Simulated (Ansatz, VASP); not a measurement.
# One calculation of Ti, two programs

```
CELL_PARAMETERS angstrom
2.93890 0.00000 0.00000
-1.46945 2.54516 0.00000
0.00000 0.00000 4.64998
ATOMIC_POSITIONS crystal
Ti 0.33333 0.66667 0.25000
Ti 0.66667 0.33333 0.75000
```

Alike in both runs: functional PBE; k mesh 24 × 24 × 14; occupations gaussian, width 0.1 eV; no spin polarisation.

Ansatz relaxed the structure, and its values are those at the end. VASP's run is a single point on that final structure, the one shown.

```csv
,VASP,Ansatz
version,VASP 6.6.1,Ansatz 0.2.0
potentials or method,"VASP PAW PBE potentials, release 64 (Ti_sv)","scalar-relativistic, plane waves, PAW"
plane-wave cutoff (eV),520,420
valence electrons in the cell,24,24
```

```csv
,VASP,Ansatz,Ansatz less VASP
pressure (GPa),-0.3,0.0,+0.28
```

The functional is the same, so the differences come from potentials, cutoffs and numerics.
